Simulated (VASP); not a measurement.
# Y in VASP: single point with r2SCAN

Aim: the single point of Y with r2SCAN.

All numbers are computed with VASP 6.6.1; they aren't measurements. Logs are shortened: lines on timing, memory, paths and dates and some standing lists are left out, and cuts for length are marked.

### 1 The cell of the first run

The cell holds a sublattice, 1 atom: a = 3.959 Å, b = 3.959 Å, c = 5.535 Å, α = 110.95°, β = 110.95°, γ = 90.00°.

### 2 Single point, r2SCAN

File POSCAR:

```
Y
1.0
    3.9590000000      0.0000000000      0.0000000000
    0.0000000000      3.9590000000      0.0000000000
   -1.9795000000     -1.9795000000      4.7750000000
Y
1
Direct
    0.0000000000      0.0000000000      0.0000000000
```

File INCAR.step1:

```
SYSTEM = Y
  PREC = Accurate
  ENCUT = 520
  ISMEAR = 0
  SIGMA = 0.1
  LREAL = .False.
  LASPH = .True.
  NELM = 80
  NBANDS = 12
  GGA = PE
  ALGO = Normal
  EDIFF = 1E-4
  LWAVE = .True.
  LCHARG = .False.
```

File INCAR.step2:

```
SYSTEM = Y
  PREC = Accurate
  ENCUT = 520
  EDIFF = 1E-7
  ISMEAR = 0
  SIGMA = 0.1
  LREAL = .False.
  LASPH = .True.
  NELM = 80
  ALGO = Normal
  ISIF = 2
  LWAVE = .False.
  LCHARG = .True.
  METAGGA = R2SCAN
  LMIXTAU = .True.
  LELF = .True.
  LVHAR = .True.
  NBANDS = 12
  ISTART = 1
```

File KPOINTS:

```
Automatic mesh
0
Gamma
  10 10 10
  0 0 0
```

Potentials or basis: VASP PAW PBE potentials, release 64 (Y_sv).

Run with:

```bash
> cat potpaw_PBE.64/Y_sv/POTCAR > POTCAR
> cp INCAR.step1 INCAR
> mpirun -np 1 vasp_std > vasp.out
> cp INCAR.step2 INCAR
> mpirun -np 1 vasp_std > vasp.out
```

OUTCAR:

```text
SYSTEM = Y
   PREC = Accurate
   ENCUT = 520
   EDIFF = 1E-7
   ISMEAR = 0
   LREAL = .False.
   LASPH = .True.
   NELM = 80
   ISIF = 2
   METAGGA = R2SCAN
   ISTART = 1

 ion  position               nearest neighbor table
   1  0.000  0.000  0.000-

  LATTYP: Found a body centered tetragonal cell.
 ALAT       =     3.9590000000
 C/A-ratio  =     2.4122253094

  Lattice vectors:

 A1 = (   1.9795000000,  -1.9795000000,  -4.7750000000)
 A2 = (  -1.9795000000,   1.9795000000,  -4.7750000000)
 A3 = (   1.9795000000,   1.9795000000,   4.7750000000)

Analysis of symmetry for initial positions (statically):
=====================================================================
 Subroutine PRICEL returns:
 Original cell was already a primitive cell.

 Routine SETGRP: Setting up the symmetry group for a
 body centered tetragonal supercell.

 Subroutine GETGRP returns: Found 16 space group operations
 (whereof 16 operations were pure point group operations)
 out of a pool of 16 trial point group operations.

The static configuration has the point symmetry D_4h.

Analysis of symmetry for dynamics (positions and initial velocities):
=====================================================================
 Subroutine PRICEL returns:
 Original cell was already a primitive cell.

 Routine SETGRP: Setting up the symmetry group for a
 body centered tetragonal supercell.

 Subroutine GETGRP returns: Found 16 space group operations
 (whereof 16 operations were pure point group operations)
 out of a pool of 16 trial point group operations.

The dynamic configuration has the point symmetry D_4h.

 Subroutine INISYM returns: Found 16 space group operations
 (whereof 16 operations are pure point group operations),
 and found     1 'primitive' translations

----------------------------------------------------------------------------------------

                                     Primitive cell

  volume of cell :      74.8418

  direct lattice vectors                    reciprocal lattice vectors
     3.959000000  0.000000000  0.000000000     0.252589038  0.000000000  0.104712042
     0.000000000  3.959000000  0.000000000     0.000000000  0.252589038  0.104712042
    -1.979500000 -1.979500000  4.775000000     0.000000000  0.000000000  0.209424084

  length of vectors
     3.959000000  3.959000000  5.535112058     0.273433417  0.273433417  0.209424084

  position of ions in fractional coordinates (direct lattice)
     0.000000000  0.000000000  0.000000000

  ion indices of the primitive-cell ions
   primitive index   ion index
                 1           1

----------------------------------------------------------------------------------------

 KPOINTS: Automatic mesh

Automatic generation of k-mesh.
 Grid dimensions read from file:
 generate k-points for:   10   10   10

 Generating k-lattice:

  Cartesian coordinates                     Fractional coordinates (reciprocal lattice)
     0.025258904  0.000000000  0.010471204     0.100000000  0.000000000  0.000000000
     0.000000000  0.025258904  0.010471204     0.000000000  0.100000000  0.000000000
     0.000000000  0.000000000  0.020942408     0.000000000  0.000000000  0.100000000

  Length of vectors
     0.027343342  0.027343342  0.020942408

  Shift w.r.t. Gamma in fractional coordinates (k-lattice)
     0.000000000  0.000000000  0.000000000

 Subroutine IBZKPT returns following result:
 ===========================================

 Found    102 irreducible k-points:

 Following reciprocal coordinates:
            Coordinates               Weight
  0.000000  0.000000  0.000000      1.000000
  0.100000  0.000000  0.000000      8.000000
  0.200000  0.000000  0.000000      8.000000
  0.300000  0.000000  0.000000      8.000000
  0.400000  0.000000  0.000000      8.000000
  0.500000  0.000000 -0.000000      4.000000
[... 16 lines left out ...]
  0.300000  0.300000  0.000000      8.000000
  0.400000  0.300000  0.000000     16.000000
 [... further k-points ...]
   k-points           NKPTS =    102   k-points in BZ     NKDIM =    102   number of bands    NBANDS=     12
   number of dos      NEDOS =    301   number of ions     NIONS =      1
   total plane-waves  NPLWV =  37800
   dimension x,y,z NGX =    30 NGY =   30 NGZ =   42
   dimension x,y,z NGXF=    60 NGYF=   60 NGZF=   84
   ions per type =               1
   NGX,Y,Z   is equivalent  to a cutoff of  12.60, 12.60, 12.61 a.u.
   NGXF,Y,Z  is equivalent  to a cutoff of  25.20, 25.20, 25.23 a.u.
 SYSTEM =  Y
   PREC   = accura    normal or accurate (medium, high low for compatibility)
   ISTART =      1    job   : 0-new  1-cont  2-samecut
   ICHARG =      0    charge: 1-file 2-atom 10-const
   ISPIN  =      1    spin polarized calculation?
   LNONCOLLINEAR =      F non collinear calculations
   LSORBIT =      F    spin-orbit coupling
   LASPH  =      T    aspherical Exc in radial PAW
   ENCUT  =  520.0 eV  38.22 Ry    6.18 a.u.   7.36  7.36 10.29*2*pi/ulx,y,z
   NELM   =     80;   NELMIN=  2; NELMDL=  0     # of ELM steps
   EDIFF  = 0.1E-06   stopping-criterion for ELM
   LREAL  =      F    real-space projection
   EDIFFG = 0.1E-05   stopping-criterion for IOM
   NSW    =      0    number of steps for IOM
   IBRION =     -1    ionic relax: 0-MD 1-quasi-New 2-CG
   NFREE  =      0    steps in history (QN), initial steepest desc. (CG)
   ISIF   =      2    stress and relaxation
   ISYM   =      2    0-nonsym 1-usesym 2-fastsym
   POTIM  = 0.5000    time-step for ionic-motion
   TEBEG  =    0.0;   TEEND  =   0.0 temperature during run
   PSTRESS=    0.0 pullay stress
   NELECT =      11.0000    total number of electrons
   NUPDOWN=      -1.0000    fix difference up-down
   EMIN   =  10.00;   EMAX   =-10.00  energy-range for DOS
   EFERMI =   0.00;   METHOD = LEGACY
   ISMEAR =     0;   SIGMA  =   0.10  broadening in eV -4-tet -1-fermi 0-gaus
   EFERMI_NEDOS =   21; number of points for ismear=-14 and -15
   IALGO  =     38    algorithm
   IMIX   =      4    mixing-type and parameters
     AMIX     =   0.40;   BMIX     =  1.00
     AMIX_MAG =   1.60;   BMIX_MAG =  1.00
  volume/ion in A,a.u.               =      74.84       505.06
  Fermi-wavevector in a.u.,A,eV,Ry     =   0.863955  1.632638 10.155628  0.746418
  Thomas-Fermi vector in A             =   1.981980
   LORBIT       =      0    0 simple, 1 ext, 2 COOP (PROOUT), +10 PAW based schemes
   METAGGA = R2SCAN    functional components
   LHFCALC =     F    Hartree Fock is set to
   AEXX    =    0.0000 exact exchange contribution
   IVDW    =     0    specifies the selected vdW correction
   LEPSILON=     F    determine dielectric tensor
   LRPA    =     F    only Hartree local field effects (RPA)
 non-spin polarized calculation
 Gauss-broadening in eV      SIGMA  =   0.10
  energy-cutoff  :      520.00
  volume of cell :       74.84
 maximum number of plane-waves:      2049
 NGX is ok and might be reduce to    30
   NGX = 15   NGY = 15   NGZ = 21

 number of electron      11.0000000 magnetization

 Free energy of the ion-electron system (eV)
  ---------------------------------------------------
  ext. energy  EPLUGINS =         0.00000000
  ---------------------------------------------------
  free energy    TOTEN  =       -18.23890998 eV

  energy without entropy =      -18.21395392  energy(sigma->0) =      -18.22643195

 E-fermi :   0.0626     XC(G=0):  -7.0905

 val. band max:        0.0544760627   @ k =  -0.1000   0.1000   0.0000
 cond. band min:       0.0630137457   @ k =   0.3000   0.0000   0.1000
 fundamental gap:      0.0085376831
 Fermi energy:         0.0625712945

 k-point     1 :       0.0000    0.0000    0.0000
  band No.  band energies     occupation
      1     -46.1940      2.00000
      2     -25.5585      2.00000
      3     -25.2810      2.00000
      4     -25.2810      2.00000
      5      -3.4610      2.00000
      6      -0.0821      1.95924
      7       0.2473      0.00900
      8       2.0527      0.00000
      9       2.0527      0.00000
     10       2.8494      0.00000
     11       4.1719      0.00000
     12       7.8915      0.00000

 k-point     2 :       0.1000    0.0000    0.0000
  band No.  band energies     occupation
      1     -46.1934      2.00000
      2     -25.5578      2.00000
      3     -25.2912      2.00000
      4     -25.2802      2.00000
      5      -3.3179      2.00000
      6      -0.0231      1.77436
      7       0.3092      0.00049
      8       1.8055      0.00000
      9       2.0803      0.00000
     10       2.7242      0.00000
     11       4.3269      0.00000
     12       7.9745      0.00000

 k-point     3 :       0.2000    0.0000    0.0000
  band No.  band energies     occupation
      1     -46.1919      2.00000
      2     -25.5560      2.00000
      3     -25.3178      2.00000
      4     -25.2781      2.00000
      5      -2.9035      2.00000
      6       0.0912      0.68593
      7       0.4811      0.00000
      8       1.3833      0.00000
      9       2.1518      0.00000
     10       2.4324      0.00000
     11       4.4118      0.00000
     12       6.5480      0.00000
[... 286 lines left out ...]
 k-point    23 :       0.3000    0.3000    0.0000
  band No.  band energies     occupation
      1     -46.1862      2.00000
      2     -25.5487      2.00000
      3     -25.3446      2.00000
      4     -25.3434      2.00000
      5      -0.9385      2.00000
      6       0.3141      0.00037
      7       0.8489      0.00000
      8       1.3361      0.00000
      9       1.4266      0.00000
     10       1.7546      0.00000
     11       4.1112      0.00000
     12       5.2875      0.00000

 k-point    24 :       0.4000    0.3000    0.0000
  band No.  band energies     occupation
      1     -46.1848      2.00000
      2     -25.5465      2.00000
      3     -25.3698      2.00000
      4     -25.3415      2.00000
      5      -0.3957      2.00000
      6       0.1603      0.16681
      7       0.8528      0.00000
      8       1.3047      0.00000
      9       1.6992      0.00000
     10       1.9117      0.00000
     11       4.1244      0.00000
     12       4.5233      0.00000

 [... further k-points ...]

------------------------ aborting loop because EDIFF is reached ----------------------------------------

  FORCE on cell =-STRESS in cart. coord.  units (eV):
  Direction    XX          YY          ZZ          XY          YZ          ZX
  --------------------------------------------------------------------------------------
  -------------------------------------------------------------------------------------
  Total       -2.9738271     -2.9738271     -2.4776623      0.0000000      0.0000000     -0.0000000
  in kB      -63.6622406    -63.6622406    -53.0405862      0.0000000      0.0000000     -0.0000000
  external PRESSURE =     -60.1216891 kB  Pullay stress =       0.0000000 kB

 VOLUME and BASIS-vectors are now :
 -----------------------------------------------------------------------------
  energy-cutoff  :      520.00
  volume of cell :       74.84
      direct lattice vectors                 reciprocal lattice vectors
     3.959000000  0.000000000  0.000000000     0.252589038  0.000000000  0.104712042
     0.000000000  3.959000000  0.000000000     0.000000000  0.252589038  0.104712042
    -1.979500000 -1.979500000  4.775000000     0.000000000  0.000000000  0.209424084

 POSITION                                       TOTAL-FORCE (eV/Angst)
 -----------------------------------------------------------------------------------
      0.00000      0.00000      0.00000        -0.000000      0.000000      0.000000
 -----------------------------------------------------------------------------------
    total drift:                                0.000000      0.000000      0.000000

  FREE ENERGIE OF THE ION-ELECTRON SYSTEM (eV)
  ---------------------------------------------------
  free  energy   TOTEN  =       -18.2389099823 eV

  energy  without entropy=      -18.2139539212  energy(sigma->0) =      -18.22643195
```

It took 6.8 min on 1 thread of Intel Xeon Platinum 8375C at 2.90GHz (Ice Lake), shared host; peak memory 0.27 GiB.

What came out:

```yaml
Free_energy: -18.2389 eV
Pressure: -6.0 GPa
```

Levels at points of the mesh, in eV from the Fermi level:
```tsv
k point	band 1	band 2	band 3	band 4	band 5	band 6	band 7	band 8	band 9	band 10
(0.00, 0.00, 0.00)	-46.26	-25.62	-25.34	-25.34	-3.52	-0.14	0.18	1.99	1.99	2.79
(0.50, 0.00, 0.00)	-46.25	-25.61	-25.45	-25.34	-1.13	-0.04	0.04	1.56	1.74	2.30
(0.50, 0.50, 0.00)	-46.24	-25.60	-25.44	-25.44	-0.56	0.35	1.19	1.61	1.90	3.14
(0.00, 0.00, 0.50)	-46.26	-25.63	-25.34	-25.34	-2.47	-0.74	-0.25	1.80	2.26	2.26
```

Caveat: the PAW data sets were made with another functional, which shifts forces and pressure a little.
